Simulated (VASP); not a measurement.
**Sn4CO5: single point with PBE+D3(BJ)**

Sn4CO5, a slab with vacuum:

```
O Sn C
1.0
     3.83637    0.00000    0.00000
     0.00000    6.11394    0.00000
     0.00000    0.00000   23.57166
O Sn C
5 4 1
Direct
  0.00000 0.39373 0.16970
  0.50000 0.59060 0.23306
  0.00000 0.78914 0.29611
  0.50000 0.99148 0.35728
  0.00000 0.49148 0.48879
  0.50000 0.24626 0.20052
  0.00000 0.73807 0.20223
  0.50000 0.64848 0.32986
  0.00000 0.11897 0.32659
  0.00000 0.49148 0.53758
```

```json
{
 "Program": "VASP 6.6.1",
 "Task": "single point",
 "Functional": "PBE",
 "Dispersion": "D3(BJ)",
 "Potentials or basis": "VASP PAW PBE potentials, release 64 (O, Sn_d, C)",
 "Cutoff": "520 eV",
 "k mesh": "7 × 5 × 1",
 "Occupations": "gaussian, width 0.1 eV",
 "Spin": "no spin polarisation",
 "Dipole correction": "yes",
 "Further INCAR settings": "ALGO = Normal; EDIFF = 1e-06; NBANDS = 56"
}
```

```
Largest force              : 1.269 eV/Å
Band gap on the k mesh     : 0.90 eV (least direct gap 0.94 eV)
Dispersion energy per atom : -0.129 eV
```

Forces in eV/Å, atoms in the order of the input:
```
O    0.000 -0.333  0.307
O    0.000 -0.247  0.366
O    0.000  0.000 -0.002
O    0.000  0.003  0.052
O    0.000 -0.003  0.682
Sn   0.000  1.264 -0.107
Sn   0.000 -0.680 -0.630
Sn   0.000 -0.101  0.066
Sn   0.000  0.095 -0.007
C    0.000  0.001 -0.727
```

Levels at points of the mesh, in eV from the valence-band top:
```csv
k point,band 42,band 43,band 44,band 45,band 46,band 47,band 48,band 49
"(0.00, 0.00, 0.00)",-2.24,-2.22,-0.72,0.00,0.94,1.97,2.13,2.55
```

It took 15 min on 1 thread of Oxide Virtual Turin-like Processor (shared host), peak memory 0.7 GiB.

Caveat: spin-orbit coupling is left out, which moves the levels of the heavy elements.
